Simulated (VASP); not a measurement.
Write the native input for VASP 6.6.1 that does the following.

* Task: single point
* Functional: PBE
* Potentials or basis: VASP PAW PBE potentials, release 64 (Li_sv, F)
* Cutoff: 520 eV
* k mesh: 10 × 10 × 10
* Occupations: fermi-dirac, width 0.02 eV
* Spin: no spin polarisation
* Dipole correction: no
* Further INCAR settings: ALGO = Normal; EDIFF = 1e-06; NBANDS = 12

The structure of LiF lies in POSCAR:

```
LiF
1.0
    2.5162584444      0.0542253695      0.0000000000
    0.0542253695      2.5162584444      0.0000000000
    0.0000000000      0.0000000000      2.5162584444
Li F
1 1
Direct
    0.0000000000      0.0000000000      0.0000000000
    0.5000000000      0.5000000000      0.5000000000
```

This cell differs from its parent crystal: shear xy strain +4.3%.

The input as run:

INCAR

```
PREC = Accurate
ENCUT = 520
EDIFF = 1E-6
ISMEAR = -1
SIGMA = 0.02
LREAL = False
LASPH = True
NELM = 100
ALGO = Normal
ISIF = 2
LWAVE = False
LCHARG = False
GGA = PE
NBANDS = 12
```

KPOINTS

```
Automatic mesh
0
Gamma
  10 10 10
```

Potentials or basis: VASP PAW PBE potentials, release 64 (Li_sv, F).

The run is started by

```sh
$ cat potpaw_PBE.64/Li_sv/POTCAR potpaw_PBE.64/F/POTCAR > POTCAR
$ mpirun -np 1 vasp_std > vasp.out
```

Results of the run:

```yaml
Band_gap_on_the_k_mesh: 7.96 eV, indirect (least direct gap 8.58 eV)
```

Caveat: the cell differs from its parent crystal (shear xy strain +4.3%).

It took 44 s on 1 thread of Intel Xeon 8259CL, with other jobs on the host, peak memory 0.14 GiB.
